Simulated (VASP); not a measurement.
Here is a VASP 6.6.1 calculation.

POSCAR

```
Zn
1.0
    0.0000000000      1.9647760000      1.9647760000
    1.9647760000      0.0000000000      1.9647760000
    1.9647760000      1.9647760000      0.0000000000
Zn
1
Direct
    0.0000000000      0.0000000000      0.0000000000
```

Contents of INCAR.step1:

```
ALGO = Normal
EDIFF = 1E-5
ENCUT = 440
GGA = PE
GGA_COMPAT = F
ISIF = 2
ISMEAR = -1
LASPH = T
LCHARG = F
LREAL = F
LWAVE = T
NBANDS = 12
NELM = 120
PREC = Accurate
SIGMA = 0.05
```

The input INCAR.step2:

```
AEXX = 0.1
ALGO = Normal
EDIFF = 1E-6
ENCUT = 440
GGA_COMPAT = F
ISIF = 2
ISMEAR = -1
ISTART = 1
LASPH = T
LCHARG = F
LHFCALC = T
LMIXTAU = T
LREAL = F
LWAVE = F
METAGGA = R2SCAN
NBANDS = 12
NELM = 120
PREC = Accurate
PRECFOCK = Normal
SIGMA = 0.05
```

Contents of KPOINTS:

```
k-points
0
Gamma
  6 6 6
```

Potentials or basis: VASP PAW PBE potentials, release 64 (Zn).

Run with:

```bash
$ cat potpaw_PBE.64/Zn/POTCAR > POTCAR
$ cp INCAR.step1 INCAR
$ mpirun -np 1 vasp_std > vasp.out
$ cp INCAR.step2 INCAR
$ mpirun -np 1 vasp_std > vasp.out
```

Problem. Estimate the band gap on the k mesh.

Solution. Zero (band 6 reaches 3.61 eV, above the bottom of band 7 at 1.44 eV).

Problem. Predict the pressure.

Solution. -4.6 GPa.

Caveat: the k points lie up to 0.46 Å⁻¹ apart; the PAW data sets were made with another functional, which shifts forces and pressure a little.
